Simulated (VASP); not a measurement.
# LiNbO3 (R3c) in VASP: further runs

Runs on LiNbO3. Level: LDA. Tasks: single point.

Program: VASP 6.6.1. These are calculated values, not measurements. Logs are shortened: lines on timing, memory, paths and dates and some standing lists are left out, and cuts for length are marked.

### 1 The cell of the first run

It takes space group R3c (No. 161, trigonal). Conventional cell: a = 4.928 Å, b = 4.928 Å, c = 13.313 Å, α = 90.00°, β = 90.00°, γ = 120.00°. Li (site symmetry 3) has 6 O at 1.95 to 2.15 Å within 2.6 Å. Within 2.4 Å of Nb (site symmetry 3) lie 6 O at 1.83 to 2.03 Å. Within 2.4 Å of O (site symmetry 1) lie 2 Nb at 1.83 to 2.03 Å and 2 Li at 1.95 to 2.15 Å.

### 2 Single point, LDA (volume 9.332 Å^3 an atom, c/a of the conventional cell 2.7017)

Input file INCAR:

```
SYSTEM = LiNbO3
  PREC = Accurate
  ENCUT = 750
  EDIFF = 1E-6
  ISMEAR = 0
  SIGMA = 0.05
  LREAL = .FALSE.
  LASPH = .TRUE.
  NELM = 120
  ALGO = Normal
  ISIF = 2
  LWAVE = .FALSE.
  LCHARG = .FALSE.
  GGA = CA
  NBANDS = 45
  GGA_COMPAT = .FALSE.
```

Input file KPOINTS:

```
regular mesh
0
G
  6 6 6
  0 0 0
```

Input file POSCAR:

```
LiNbO3
1.0
    2.4638409306      1.4224992245      4.4377085456
   -2.4638409306      1.4224992245      4.4377085456
    0.0000000000     -2.8449984490      4.4377085456
Li Nb O
2 2 6
Direct
    0.2820532489      0.2820532489      0.2820532489
    0.7820532489      0.7820532489      0.7820532489
    0.9985425380      0.9985425380      0.9985425380
    0.4985425380      0.4985425380      0.4985425380
    0.1062571809      0.3667678423      0.7180491900
    0.7180491900      0.1062571809      0.3667678423
    0.3667678423      0.7180491900      0.1062571809
    0.2180491900      0.8667678423      0.6062571809
    0.8667678423      0.6062571809      0.2180491900
    0.6062571809      0.2180491900      0.8667678423
```

Potentials or basis: VASP PAW LDA potentials, release 64 (Li_sv, Nb_sv, O).

On the command line:

```sh
cat potpaw_LDA.64/Li_sv/POTCAR potpaw_LDA.64/Nb_sv/POTCAR potpaw_LDA.64/O/POTCAR > POTCAR
mpirun -np 1 vasp_std > vasp.out
```

OUTCAR:

```text
SYSTEM = LiNbO3
   PREC = Accurate
   ENCUT = 750
   EDIFF = 1E-6
   ISMEAR = 0
   LREAL = .FALSE.
   LASPH = .TRUE.
   NELM = 120
   ISIF = 2
   GGA = CA

 ion  position               nearest neighbor table
   1  0.282  0.282  0.282-   8 1.95  10 1.95   9 1.95   5 2.15   7 2.15   6 2.15
   2  0.782  0.782  0.782-   7 1.95   6 1.95   5 1.95   9 2.15   8 2.15  10 2.15
   3  0.999  0.999  0.999-   5 1.83   6 1.83   7 1.83   9 2.03   8 2.03  10 2.03
   4  0.499  0.499  0.499-   9 1.83  10 1.83   8 1.83   5 2.03   7 2.03   6 2.03
   5  0.106  0.367  0.718-   3 1.83   2 1.95   4 2.03   1 2.15
   6  0.718  0.106  0.367-   3 1.83   2 1.95   4 2.03   1 2.15
   7  0.367  0.718  0.106-   3 1.83   2 1.95   4 2.03   1 2.15
   8  0.218  0.867  0.606-   4 1.83   1 1.95   3 2.03   2 2.15
   9  0.867  0.606  0.218-   4 1.83   1 1.95   3 2.03   2 2.15
  10  0.606  0.218  0.867-   4 1.83   1 1.95   3 2.03   2 2.15

  LATTYP: Found a trigonal (rhomboedric) cell.
 ALAT       =     5.2713635153
 COS(alpha) =     0.5630724855

  Lattice vectors:

 A1 = (   2.4638409306,   1.4224992245,   4.4377085456)
 A2 = (  -2.4638409306,   1.4224992245,   4.4377085456)
 A3 = (   0.0000000000,  -2.8449984490,   4.4377085456)

Analysis of symmetry for initial positions (statically):
=====================================================================
 Subroutine PRICEL returns:
 Original cell was already a primitive cell.

 Routine SETGRP: Setting up the symmetry group for a
 trigonal (rhombohedral) supercell.

 Subroutine GETGRP returns: Found  6 space group operations
 (whereof  3 operations were pure point group operations)
 out of a pool of 12 trial point group operations.

The static configuration has the point symmetry C_3 .
 The point group associated with its full space group is C_3v.

Analysis of symmetry for dynamics (positions and initial velocities):
=====================================================================
 Subroutine PRICEL returns:
 Original cell was already a primitive cell.

 Routine SETGRP: Setting up the symmetry group for a
 trigonal (rhombohedral) supercell.

 Subroutine GETGRP returns: Found  6 space group operations
 (whereof  3 operations were pure point group operations)
 out of a pool of 12 trial point group operations.

The dynamic configuration has the point symmetry C_3 .
 The point group associated with its full space group is C_3v.

 Subroutine INISYM returns: Found  6 space group operations
 (whereof  3 operations are pure point group operations),
 and found     1 'primitive' translations

----------------------------------------------------------------------------------------

                                     Primitive cell

  volume of cell :      93.3200

  direct lattice vectors                    reciprocal lattice vectors
     2.463840931  1.422499225  4.437708546     0.202935179  0.117164680  0.075113841
    -2.463840931  1.422499225  4.437708546    -0.202935179  0.117164680  0.075113841
     0.000000000 -2.844998449  4.437708546     0.000000000 -0.234329360  0.075113841

  length of vectors
     5.271363515  5.271363515  5.271363515     0.246073847  0.246073847  0.246073847

  position of ions in fractional coordinates (direct lattice)
     0.282053249  0.282053249  0.282053249
     0.782053249  0.782053249  0.782053249
     0.998542538  0.998542538  0.998542538
     0.498542538  0.498542538  0.498542538
     0.106257181  0.366767842  0.718049190
     0.718049190  0.106257181  0.366767842
     0.366767842  0.718049190  0.106257181
     0.218049190  0.866767842  0.606257181
     0.866767842  0.606257181  0.218049190
     0.606257181  0.218049190  0.866767842

  ion indices of the primitive-cell ions
   primitive index   ion index
                 1           1
                 2           2
                 3           3
                 4           4
                 5           5
                 6           6
                 7           7
                 8           8
                 9           9
                10          10

----------------------------------------------------------------------------------------

 KPOINTS: regular mesh

Automatic generation of k-mesh.
 Grid dimensions read from file:
 generate k-points for:    6    6    6

 Generating k-lattice:

  Cartesian coordinates                     Fractional coordinates (reciprocal lattice)
     0.033822530  0.019527447  0.012518973     0.166666667  0.000000000  0.000000000
    -0.033822530  0.019527447  0.012518973     0.000000000  0.166666667  0.000000000
     0.000000000 -0.039054893  0.012518973     0.000000000  0.000000000  0.166666667

  Length of vectors
     0.041012308  0.041012308  0.041012308

  Shift w.r.t. Gamma in fractional coordinates (k-lattice)
     0.000000000  0.000000000  0.000000000

 Subroutine IBZKPT returns following result:
 ===========================================

 Found     32 irreducible k-points:

 Following reciprocal coordinates:
            Coordinates               Weight
  0.000000  0.000000  0.000000      1.000000
  0.166667  0.000000  0.000000      6.000000
  0.333333  0.000000  0.000000      6.000000
  0.500000  0.000000  0.000000      3.000000
  0.166667  0.166667  0.000000      6.000000
  0.333333  0.166667  0.000000     12.000000
[... 16 lines left out ...]
  0.500000  0.500000  0.166667      6.000000
 -0.333333  0.500000  0.166667     12.000000
 [... further k-points ...]
   k-points           NKPTS =     32   k-points in BZ     NKDIM =     32   number of bands    NBANDS=     45
   number of dos      NEDOS =    301   number of ions     NIONS =     10
   total plane-waves  NPLWV = 110592
   dimension x,y,z NGX =    48 NGY =   48 NGZ =   48
   dimension x,y,z NGXF=    96 NGYF=   96 NGZF=   96
   ions per type =               2   2   6
   NGX,Y,Z   is equivalent  to a cutoff of  15.14, 15.14, 15.14 a.u.
   NGXF,Y,Z  is equivalent  to a cutoff of  30.28, 30.28, 30.28 a.u.
 SYSTEM =  LiNbO3
   PREC   = accura    normal or accurate (medium, high low for compatibility)
   ISTART =      0    job   : 0-new  1-cont  2-samecut
   ICHARG =      2    charge: 1-file 2-atom 10-const
   ISPIN  =      1    spin polarized calculation?
   LNONCOLLINEAR =      F non collinear calculations
   LSORBIT =      F    spin-orbit coupling
   LASPH  =      T    aspherical Exc in radial PAW
   ENCUT  =  750.0 eV  55.12 Ry    7.42 a.u.  11.77 11.77 11.77*2*pi/ulx,y,z
   NELM   =    120;   NELMIN=  2; NELMDL= -5     # of ELM steps
   EDIFF  = 0.1E-05   stopping-criterion for ELM
   LREAL  =      F    real-space projection
   EDIFFG = 0.1E-04   stopping-criterion for IOM
   NSW    =      0    number of steps for IOM
   IBRION =     -1    ionic relax: 0-MD 1-quasi-New 2-CG
   NFREE  =      0    steps in history (QN), initial steepest desc. (CG)
   ISIF   =      2    stress and relaxation
   ISYM   =      2    0-nonsym 1-usesym 2-fastsym
   POTIM  = 0.5000    time-step for ionic-motion
   TEBEG  =    0.0;   TEEND  =   0.0 temperature during run
   PSTRESS=    0.0 pullay stress
   NELECT =      68.0000    total number of electrons
   NUPDOWN=      -1.0000    fix difference up-down
   EMIN   =  10.00;   EMAX   =-10.00  energy-range for DOS
   EFERMI =   0.00;   METHOD = LEGACY
   ISMEAR =     0;   SIGMA  =   0.05  broadening in eV -4-tet -1-fermi 0-gaus
   EFERMI_NEDOS =   21; number of points for ismear=-14 and -15
   IALGO  =     38    algorithm
   IMIX   =      4    mixing-type and parameters
     AMIX     =   0.40;   BMIX     =  1.00
     AMIX_MAG =   1.60;   BMIX_MAG =  1.00
  volume/ion in A,a.u.               =       9.33        62.98
  Fermi-wavevector in a.u.,A,eV,Ry     =   1.473170  2.783888 29.527773  2.170230
  Thomas-Fermi vector in A             =   2.588096
   LORBIT       =      0    0 simple, 1 ext, 2 COOP (PROOUT), +10 PAW based schemes
   GGA     = CA    functional components
   LHFCALC =     F    Hartree Fock is set to
   AEXX    =    0.0000 exact exchange contribution
   IVDW    =     0    specifies the selected vdW correction
   LEPSILON=     F    determine dielectric tensor
   LRPA    =     F    only Hartree local field effects (RPA)
 non-spin polarized calculation
 Gauss-broadening in eV      SIGMA  =   0.05
  energy-cutoff  :      750.00
  volume of cell :       93.32
 maximum number of plane-waves:      4369
   NGX = 23   NGY = 23   NGZ = 23

 number of electron      68.0000000 magnetization

 Free energy of the ion-electron system (eV)
  ---------------------------------------------------
  ext. energy  EPLUGINS =         0.00000000
  ---------------------------------------------------
  free energy    TOTEN  =       -87.08148781 eV

  energy without entropy =      -87.08148781  energy(sigma->0) =      -87.08148781

 E-fermi :   4.8461     XC(G=0): -12.0140

 val. band max:        4.5360080316   @ k =   0.1667   0.1667   0.1667
 cond. band min:       8.4067776110   @ k =   0.0000   0.0000   0.0000
 fundamental gap:      3.8707695794
 Fermi energy:         4.8461185726

 k-point     1 :       0.0000    0.0000    0.0000
  band No.  band energies     occupation
      1     -48.8131      2.00000
      2     -48.7819      2.00000
      3     -36.5853      2.00000
      4     -36.5788      2.00000
      5     -25.5558      2.00000
      6     -25.5558      2.00000
[... 37 lines left out ...]
     44      15.4220      0.00000
     45      15.8591      0.00000

 k-point     2 :       0.1667    0.0000    0.0000
  band No.  band energies     occupation
      1     -48.8109      2.00000
      2     -48.7839      2.00000
      3     -36.5850      2.00000
      4     -36.5793      2.00000
      5     -25.5424      2.00000
      6     -25.5394      2.00000
[... 37 lines left out ...]
     44      15.7081      0.00000
     45      15.8932      0.00000

 k-point     3 :       0.3333    0.0000    0.0000
  band No.  band energies     occupation
      1     -48.8051      2.00000
      2     -48.7896      2.00000
      3     -36.5840      2.00000
      4     -36.5807      2.00000
      5     -25.5017      2.00000
      6     -25.4938      2.00000
[... 37 lines left out ...]
     44      15.6180      0.00000
     45      15.6835      0.00000

 k-point     4 :       0.5000    0.0000    0.0000
  band No.  band energies     occupation
      1     -48.7973      2.00000
      2     -48.7973      2.00000
      3     -36.5824      2.00000
      4     -36.5824      2.00000
      5     -25.4386      2.00000
      6     -25.4386      2.00000
[... 901 lines left out ...]
     44      15.3271      0.00000
     45      15.5835      0.00000

 k-point    23 :       0.5000    0.5000    0.1667
  band No.  band energies     occupation
      1     -48.8018      2.00000
      2     -48.7928      2.00000
      3     -36.5835      2.00000
      4     -36.5814      2.00000
      5     -25.5583      2.00000
      6     -25.5497      2.00000
[... 37 lines left out ...]
     44      15.1608      0.00000
     45      15.6108      0.00000

 k-point    24 :      -0.3333    0.5000    0.1667
  band No.  band energies     occupation
      1     -48.7999      2.00000
      2     -48.7947      2.00000
      3     -36.5831      2.00000
      4     -36.5819      2.00000
      5     -25.5697      2.00000
      6     -25.5646      2.00000
[... 37 lines left out ...]
     44      15.1740      0.00000
     45      15.8351      0.00000

 [... further k-points ...]
[... 5 lines left out ...]
  --------------------------------------------------------------------------------------
  -------------------------------------------------------------------------------------
  Total       14.1126011     14.1126011     12.4393490      0.0000000      0.0000000      0.0000000
  in kB      242.2941437    242.2941437    213.5666841      0.0000000      0.0000000      0.0000000
  external PRESSURE =     232.7183238 kB  Pullay stress =       0.0000000 kB

 VOLUME and BASIS-vectors are now :
 -----------------------------------------------------------------------------
  energy-cutoff  :      750.00
  volume of cell :       93.32
      direct lattice vectors                 reciprocal lattice vectors
     2.463840931  1.422499225  4.437708546     0.202935179  0.117164680  0.075113841
    -2.463840931  1.422499225  4.437708546    -0.202935179  0.117164680  0.075113841
     0.000000000 -2.844998449  4.437708546     0.000000000 -0.234329360  0.075113841

 POSITION                                       TOTAL-FORCE (eV/Angst)
 -----------------------------------------------------------------------------------
      0.00000      0.00000      3.75501         0.000000      0.000000      0.018027
      0.00000      0.00000     10.41157         0.000000      0.000000      0.018027
      0.00000      0.00000     13.29372         0.000000      0.000000     -0.705777
      0.00000      0.00000      6.63716         0.000000      0.000000     -0.705777
     -0.64186     -1.36997      5.28564        -0.905832      0.810835      0.229250
      1.50736      0.12912      5.28564        -0.249288     -1.189891      0.229250
     -0.86550      1.24085      5.28564         1.155120      0.379056      0.229250
     -1.59834     -0.18165      7.50449        -1.155120      0.379056      0.229250
      0.64186      1.47503      7.50449         0.905832      0.810835      0.229250
      0.95648     -1.29338      7.50449         0.249288     -1.189891      0.229250
 -----------------------------------------------------------------------------------
    total drift:                                0.000000     -0.000000     -0.001150

  FREE ENERGIE OF THE ION-ELECTRON SYSTEM (eV)
  ---------------------------------------------------
  free  energy   TOTEN  =       -87.0814878052 eV

  energy  without entropy=      -87.0814878052  energy(sigma->0) =      -87.08148781
```

It took 5.6 min on 1 thread of Intel Xeon 6975P-C, shared host; peak memory 0.37 GiB.

What came out:

```yaml
Free_energy: -87.0815 eV
Pressure: 23.3 GPa
Largest_force: 1.237 eV/Å
Band_gap_on_the_k_mesh: 3.87 eV, indirect (least direct gap 3.91 eV)
```

Forces on the atoms (eV/Å):
```
Li   0.000  0.000  0.018
Li   0.000  0.000  0.018
Nb   0.000  0.000 -0.706
Nb   0.000  0.000 -0.706
O   -0.906  0.811  0.229
O   -0.249 -1.190  0.229
O    1.155  0.379  0.229
O   -1.155  0.379  0.229
O    0.906  0.811  0.229
O    0.249 -1.190  0.229
```

Stress tensor (GPa, compression positive):
```
24.23  0.00  0.00
 0.00 24.23  0.00
 0.00  0.00 21.36
```

Caveat: forces of over 1 eV/Å act on the atoms, so gaps and moduli don't describe the material at rest.

### 3 Single point, LDA (volume 9.332 Å^3 an atom, c/a of the conventional cell 2.7897)

Input file INCAR:

```
ALGO = Normal ; EDIFF = 1E-6
ENCUT = 750 ; GGA = CA
GGA_COMPAT = False ; ISIF = 2
ISMEAR = 0 ; LASPH = True
LCHARG = False ; LREAL = False
LWAVE = False ; NBANDS = 45
NELM = 120 ; PREC = Accurate
SIGMA = 0.05
```

Input file KPOINTS:

```
k-points
0
Gamma
  6 6 6
```

Edit POSCAR of step 2 so:

```diff
@@ -2,5 +2,5 @@
 1.0
-    2.4638409306      1.4224992245      4.4377085456
-   -2.4638409306      1.4224992245      4.4377085456
-    0.0000000000     -2.8449984490      4.4377085456
+    2.4376571389      1.4073820054      4.5335547470
+   -2.4376571389      1.4073820054      4.5335547470
+    0.0000000000     -2.8147640107      4.5335547470
 Li Nb O
```

Potentials or basis: VASP PAW LDA potentials, release 64 (Li_sv, Nb_sv, O).

On the command line:

```sh
cat potpaw_LDA.64/Li_sv/POTCAR potpaw_LDA.64/Nb_sv/POTCAR potpaw_LDA.64/O/POTCAR > POTCAR
mpirun -np 1 vasp_std > vasp.out
```

It took 5.7 min on 1 thread of Intel Xeon 6975P-C, shared host; peak memory 0.37 GiB.

The run converged. Its results:

| Quantity | Value |
| --- | --- |
| Free energy | -87.0093 eV |
| Pressure | 24.0 GPa |
| Largest force | 1.356 eV/Å |
| Band gap on the k mesh | 3.84 eV, indirect (least direct gap 3.86 eV) |

Forces in eV/Å, atoms in the order of the input:
```
Li   0.000  0.000  0.086
Li   0.000  0.000  0.086
Nb   0.000  0.000 -0.925
Nb   0.000  0.000 -0.925
O   -0.997  0.876  0.280
O   -0.260 -1.302  0.280
O    1.257  0.426  0.280
O   -1.257  0.426  0.280
O    0.997  0.876  0.280
O    0.260 -1.302  0.280
```

Stress tensor (GPa, compression positive):
```
26.91  0.00  0.00
 0.00 26.91  0.00
 0.00  0.00 18.15
```

Levels at points of the mesh, in eV from the valence-band top:
```tsv
k point	band 32	band 33	band 34	band 35	band 36	band 37
(0.00, 0.00, 0.00)	-0.50	-0.02	-0.02	3.84	3.84	4.47
(0.50, 0.00, 0.00)	-0.35	-0.21	-0.21	4.30	4.30	5.28
(0.50, 0.50, 0.00)	-0.58	-0.33	-0.25	3.96	4.50	5.12
(0.50, 0.50, 0.50)	-0.31	-0.31	-0.31	5.31	5.31	5.47
```

Caveat: forces of over 1 eV/Å act on the atoms, so gaps and moduli don't describe the material at rest. A k mesh can miss the band edges.

(Part 1 of 2 ends here.)
